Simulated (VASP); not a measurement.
# SrEuMgWO6 in VASP: single point with PBEsol

Aim: the single point of SrEuMgWO6 with PBEsol.

Everything below comes from runs of VASP 6.6.1. Logs are shortened: lines on timing, memory, paths and dates and some standing lists are left out, and cuts for length are marked.

## Step 1: The cell of the first run

The cell holds a disordered packing, 10 atoms: a = 5.391 Å, b = 5.391 Å, c = 5.391 Å, α = 90.00°, β = 90.00°, γ = 90.00°.

## Step 2: Single point, PBEsol, collinear spin, ferromagnetic start

Contents of INCAR:

```
SYSTEM = SrEuMgWO6
  PREC = Accurate
  ENCUT = 620
  EDIFF = 1E-6
  ISMEAR = 0
  SIGMA = 0.05
  LREAL = .FALSE.
  LASPH = .TRUE.
  NELM = 200
  ALGO = Normal
  ISIF = 2
  LWAVE = .FALSE.
  LCHARG = .FALSE.
  ISPIN = 2
  MAGMOM = 7.35 0 0 0 0 0 0 0 0 0
  LORBIT = 11
  LMAXMIX = 6
  GGA = PS
  NBANDS = 58
  GGA_COMPAT = .FALSE.
```

Contents of KPOINTS:

```
Automatic mesh
0
G
  1 1 1
  0 0 0
```

Contents of POSCAR:

```
SrEuMgWO6
1.0
    5.3909844980      0.0000000000      0.0000000000
    0.0000000000      5.3909844980      0.0000000000
    0.0000000000      0.0000000000      5.3909844980
Eu Mg O Sr W
1 1 6 1 1
Direct
    0.3363016874      0.9534153543      0.8431269858
    0.7756374524      0.9090253132      0.3840354807
    0.5121355001      0.0395080859      0.1871001657
    0.0473478017      0.7176406773      0.5498305553
    0.6037285362      0.6970345348      0.6448529015
    0.7283318494      0.2161041237      0.6196256550
    0.8319605454      0.5683296208      0.0861222408
    0.1748253362      0.3387130764      0.7853510900
    0.3736306196      0.4289602143      0.3583442556
    0.8644234368      0.4916907727      0.7620529586
```

Potentials or basis: VASP PAW PBE potentials, release 64 (Eu, Mg_sv, O, Sr_sv, W_sv).

Run with:

```bash
> cat potpaw_PBE.64/Eu/POTCAR potpaw_PBE.64/Mg_sv/POTCAR potpaw_PBE.64/O/POTCAR potpaw_PBE.64/Sr_sv/POTCAR potpaw_PBE.64/W_sv/POTCAR > POTCAR
> mpirun -np 1 vasp_gam > vasp.out
```

OUTCAR:

```text
SYSTEM = SrEuMgWO6
   PREC = Accurate
   ENCUT = 620
   EDIFF = 1E-6
   ISMEAR = 0
   LREAL = .FALSE.
   LASPH = .TRUE.
   NELM = 200
   ISIF = 2
   ISPIN = 2
   LORBIT = 11
   GGA = PS

 ion  position               nearest neighbor table
   1  0.336  0.953  0.843-   3 2.13   5 2.27   8 2.27   4 2.56   9 3.67   9 3.79   9 3.86   9 3.97

   2  0.776  0.909  0.384-   3 1.91   4 2.00   5 2.04   6 2.10   9 3.38   9 3.55
   3  0.512  0.040  0.187-   2 1.91   1 2.13   9 2.41   9 3.50
   4  0.047  0.718  0.550-  10 1.94   2 2.00   1 2.56   9 2.57
   5  0.604  0.697  0.645-  10 1.90   2 2.04   1 2.27   9 2.45
   6  0.728  0.216  0.620-  10 1.83   2 2.10   9 2.64
   7  0.832  0.568  0.086-  10 1.80   9 2.97   9 3.35
   8  0.175  0.339  0.785-  10 1.87   1 2.27   9 2.59   9 3.31
   9  0.374  0.429  0.358-   3 2.41   5 2.45   4 2.57   8 2.59   6 2.64   7 2.97   8 3.31   7 3.35
                             2 3.38  10 3.44   3 3.50  10 3.52   2 3.55   1 3.67   1 3.79   1 3.86
  10  0.864  0.492  0.762-   7 1.80   6 1.83   8 1.87   5 1.90   4 1.94   9 3.44   9 3.52   9 4.18
                             9 4.24

  LATTYP: Found a simple cubic cell.
 ALAT       =     5.3909844980

  Lattice vectors:

 A1 = (   5.3909844980,   0.0000000000,   0.0000000000)
 A2 = (   0.0000000000,   5.3909844980,   0.0000000000)
 A3 = (   0.0000000000,   0.0000000000,   5.3909844980)

Analysis of symmetry for initial positions (statically):
=====================================================================
 Subroutine PRICEL returns:
 Original cell was already a primitive cell.

 Routine SETGRP: Setting up the symmetry group for a
 simple cubic supercell.

 Subroutine GETGRP returns: Found  1 space group operations
 (whereof  1 operations were pure point group operations)
 out of a pool of 48 trial point group operations.

The static configuration has the point symmetry C_1 .

Analysis of symmetry for dynamics (positions and initial velocities):
=====================================================================
 Subroutine PRICEL returns:
 Original cell was already a primitive cell.

 Routine SETGRP: Setting up the symmetry group for a
 simple cubic supercell.

 Subroutine GETGRP returns: Found  1 space group operations
[... 157 lines left out ...]

 E-fermi :   3.8959     XC(G=0):  -9.9750

 val. band max:        3.7738831305   @ k =   0.0000   0.0000   0.0000
 cond. band min:       4.0179026642   @ k =   0.0000   0.0000   0.0000
 fundamental gap:      0.2440195338
 Fermi energy:         3.8959015823

 spin component 1

 k-point     1 :       0.0000    0.0000    0.0000
  band No.  band energies     occupation
      1     -72.7638      1.00000
      2     -71.0735      1.00000
      3     -38.1150      1.00000
      4     -38.0544      1.00000
      5     -37.9471      1.00000
      6     -37.2516      1.00000
[... 47 lines left out ...]
     54       7.5414      0.00000
     55       8.0127      0.00000
 Fermi energy:         3.8959015823

 spin component 2

 k-point     1 :       0.0000    0.0000    0.0000
  band No.  band energies     occupation
      1     -72.7244      1.00000
      2     -71.0693      1.00000
      3     -38.1073      1.00000
      4     -38.0503      1.00000
      5     -37.9442      1.00000
      6     -37.1624      1.00000
[... 47 lines left out ...]
     54       8.3917      0.00000
     55       8.6115      0.00000
 [bands above 55 left out]

------------------------ aborting loop because EDIFF is reached ----------------------------------------

  FORCE on cell =-STRESS in cart. coord.  units (eV):
  Direction    XX          YY          ZZ          XY          YZ          ZX
  --------------------------------------------------------------------------------------
  -------------------------------------------------------------------------------------
  Total        4.3596933      0.0183109     -1.1556130      1.6307930     -1.8975222      0.9179408
  in kB       44.5822792      0.1872476    -11.8173136     16.6765100    -19.4040867      9.3868748
  external PRESSURE =      10.9840710 kB  Pullay stress =       0.0000000 kB

 VOLUME and BASIS-vectors are now :
 -----------------------------------------------------------------------------
  energy-cutoff  :      620.00
  volume of cell :      156.68
      direct lattice vectors                 reciprocal lattice vectors
     5.390984498  0.000000000  0.000000000     0.185494876  0.000000000  0.000000000
     0.000000000  5.390984498  0.000000000     0.000000000  0.185494876  0.000000000
     0.000000000  0.000000000  5.390984498     0.000000000  0.000000000  0.185494876

 POSITION                                       TOTAL-FORCE (eV/Angst)
 -----------------------------------------------------------------------------------
      1.81300      5.13985      4.54528        -0.018830      0.008241     -0.030657
      4.18145      4.90054      2.07033         0.027823      0.019199     -0.022264
      2.76091      0.21299      1.00865         0.008956     -0.044663     -0.021575
      0.25525      3.86879      2.96413         0.106417      0.130556     -0.082571
      3.25469      3.75770      3.47639        -0.154150      0.112627     -0.020618
      3.92643      1.16501      3.34039        -0.131305     -0.289270     -0.140094
      4.48509      3.06386      0.46428        -0.034896      0.081205      0.365341
      0.94248      1.82600      4.23382         0.204885     -0.121692      0.045875
      2.01424      2.31252      1.93183        -0.024151      0.029317     -0.036844
      4.66009      2.65070      4.10822         0.015251      0.074480     -0.056592
 -----------------------------------------------------------------------------------
    total drift:                                0.001479      0.000025     -0.001201

  FREE ENERGIE OF THE ION-ELECTRON SYSTEM (eV)
  ---------------------------------------------------
  free  energy   TOTEN  =       -85.2258901917 eV

  energy  without entropy=      -85.2258169250  energy(sigma->0) =      -85.22585356

 total charge

# of ion       s       p       d       f       tot
--------------------------------------------------
    1        2.040   5.738   0.485   6.524  14.787
    2        2.072   6.007   0.039   0.000   8.118
    3        1.553   3.455   0.000   0.000   5.008
    4        1.553   3.486   0.000   0.000   5.039
    5        1.554   3.544   0.000   0.000   5.098
    6        1.559   3.480   0.000   0.000   5.039
    7        1.571   3.415   0.000   0.000   4.986
    8        1.560   3.477   0.000   0.000   5.036
    9        1.995   5.766   0.237   0.000   7.998
   10        2.428   6.538   3.274   0.000  12.239
--------------------------------------------------
tot         17.884  44.906   4.035   6.524  73.349

 magnetization (x)

# of ion       s       p       d       f       tot
--------------------------------------------------
    1        0.002  -0.098   0.070   6.410   6.384
    2        0.002   0.001   0.001   0.000   0.004
    3        0.001  -0.043   0.000   0.000  -0.041
    4        0.005  -0.005   0.000   0.000  -0.000
    5       -0.001  -0.018   0.000   0.000  -0.019
    6        0.003  -0.003   0.000   0.000   0.000
    7        0.006  -0.001   0.000   0.000   0.005
    8        0.001  -0.021   0.000   0.000  -0.019
    9        0.007   0.001   0.008   0.000   0.016
   10        0.004   0.001   0.073   0.000   0.079
--------------------------------------------------
tot          0.031  -0.185   0.152   6.410   6.408
```

Wall time 2 min (1 thread of AMD EPYC 7R13 (Zen 3), shared host); peak memory 0.41 GiB.

What came out:

```
Free energy                                           : -85.2259 eV
Pressure                                              : 1.1 GPa
Largest force                                         : 0.376 eV/Å
Net moment                                            : 7.00 μB per cell
Site moments                                          : Eu +6.38; Mg +0.00; O -0.04, -0.00, -0.02, +0.00, +0.01 (each value once); Sr +0.02; W +0.08 μB
Valence electrons inside the program's atomic spheres : Eu 14.79; Mg 8.12; O 5.01, 5.04, 5.10, 4.99 (each value once); Sr 8.00; W 12.24
```

Forces in eV/Å, atoms in the order of the input:
```
Eu  -0.019  0.008 -0.031
Mg   0.028  0.019 -0.022
O    0.009 -0.045 -0.022
O    0.106  0.131 -0.083
O   -0.154  0.113 -0.021
O   -0.131 -0.289 -0.140
O   -0.035  0.081  0.365
O    0.205 -0.122  0.046
Sr  -0.024  0.029 -0.037
W    0.015  0.074 -0.057
```

Levels at points of the mesh, in eV from the Fermi level:
Spin up:
```tsv
k point	band 43	band 44	band 45	band 46	band 47	band 48	band 49	band 50	band 51	band 52
(0.00, 0.00, 0.00)	-0.37	-0.33	-0.30	-0.17	-0.12	0.12	0.95	1.49	2.16	2.32
```
Spin down:
```tsv
k point	band 37	band 38	band 39	band 40	band 41	band 42	band 43	band 44
(0.00, 0.00, 0.00)	-3.26	-3.07	-2.96	-2.72	0.42	0.97	1.54	2.31
```

Caveat: the k points lie up to 1.17 Å⁻¹ apart, too coarse for converged energies, forces and pressures; the PAW data sets were made with another functional, which shifts forces and pressure a little; spin-orbit coupling is left out, which moves the levels of the heavy elements; semilocal functionals describe open f shells poorly, which spoils levels, moments and volumes. The state reached can hang on the start; a lower one may exist.
